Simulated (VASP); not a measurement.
Al2H, 3 atoms in the cell. It takes space group Fm-3m (No. 225, cubic). The conventional cell has a = 5.492 Å, b = 5.492 Å, c = 5.492 Å, α = 90.00°, β = 90.00°, γ = 90.00°. Within 3.1 Å of Al (site symmetry -43m) lie 4 H at 2.38 Å and 6 Al at 2.75 Å. Within 3.1 Å of H (site symmetry m-3m) lie 8 Al at 2.38 Å. 

* Program: VASP 6.6.1
* Task: relaxation of cell and atoms
* Functional: PBE
* Potentials or basis: VASP PAW PBE potentials, release 64 (Al, H)
* Cutoff: 600 eV
* k mesh: 14 × 14 × 14
* Occupations: gaussian, width 0.1 eV
* Spin: no spin polarisation
* Dipole correction: no
* Further INCAR settings: ALGO = Normal; EDIFF = 1e-07; IBRION = 2; EDIFFG = -0.01; NSW = 100; ISIF = 3

Potentials or basis: VASP PAW PBE potentials, release 64 (Al, H).

The run is started by

```bash
$ cat potpaw_PBE.64/Al/POTCAR potpaw_PBE.64/H/POTCAR > POTCAR
$ mpirun -np 1 vasp_std > vasp.out
```

Hardware: 1 thread of AMD EPYC 9R45 96-Core Processor (Zen 5), on a shared host.

Question: How long does it take, and how much memory?

Answer: Run time: 35 s on 1 thread of AMD EPYC 9R45 96-Core Processor (Zen 5), with other jobs on the host, peak memory 0.16 GiB. Counts: scf iterations 22, k points 104, ion steps 3.
